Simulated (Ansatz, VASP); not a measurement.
KSnH3 in VASP and in Ansatz

Contents of INCAR:

```
SYSTEM = KSnH3
  PREC = Accurate
  ENCUT = 500
  EDIFF = 1E-6
  ISMEAR = 0
  SIGMA = 0.05
  LREAL = .False.
  LASPH = .True.
  NELM = 120
  ALGO = Normal
  ISIF = 2
  LWAVE = .False.
  LCHARG = .False.
  GGA = PS
  NBANDS = 21
  GGA_COMPAT = .False.
```

Contents of KPOINTS:

```
regular mesh
0
Gamma
  4 4 4
  0 0 0
```

The input POSCAR:

```
KSnH3
1.0
    4.6427218306      0.0000000000      0.0000000000
    0.0000000000      4.6427218306      0.0000000000
    0.0000000000      0.0000000000      4.6427218306
K Sn H
1 1 3
Direct
    0.0000000000      0.0000000000      0.0000000000
    0.5000000000      0.5000000000      0.5000000000
    0.5000000000      0.5000000000      0.0000000000
    0.5000000000      0.0000000000      0.5000000000
    0.0000000000      0.5000000000      0.5000000000
```

Input for Ansatz:

```yaml
crystal:
  lattice:
    - [4.6427218306, 0.0, 0.0]
    - [0.0, 4.6427218306, 0.0]
    - [0.0, 0.0, 4.6427218306]
  atoms:
    - { symbol: K, position: [0.0, 0.0, 0.0] }
    - { symbol: Sn, position: [0.5, 0.5, 0.5] }
    - { symbol: H, position: [0.5, 0.5, 0.0] }
    - { symbol: H, position: [0.5, 0.0, 0.5] }
    - { symbol: H, position: [0.0, 0.5, 0.5] }
basis:
  ecutwfc: 420
kpoints:
  mp_grid: { grid: [4, 4, 4] }
hamiltonian:
  xc: pbesol
scf:
  occupations: { method: gaussian, width: 0.05 }
output:
  forces: true
  stress: true
  eigenvalues: true
```

Alike in both runs: task single point; functional PBEsol; k mesh 4 × 4 × 4; occupations gaussian, width 0.05 eV; no spin polarisation.

|  | VASP | Ansatz |
| --- | --- | --- |
| version | VASP 6.6.1 | Ansatz 0.2.0 |
| potentials or method | VASP PAW PBE potentials, release 64 (K_sv, Sn_d, H), cutoff 500 eV | scalar-relativistic, plane waves, PAW |
| valence electrons in the cell | 26 | 26 |

```tsv
	VASP	Ansatz	Ansatz less VASP
gap on the k mesh at the Fermi level (eV)	none	none	-
pressure (GPa)	-3.9	-3.9	+0.06
```

VASP's potentials were made for PBE, not for PBEsol. A gap of «none» marks a metal or a gap that the smearing closes.
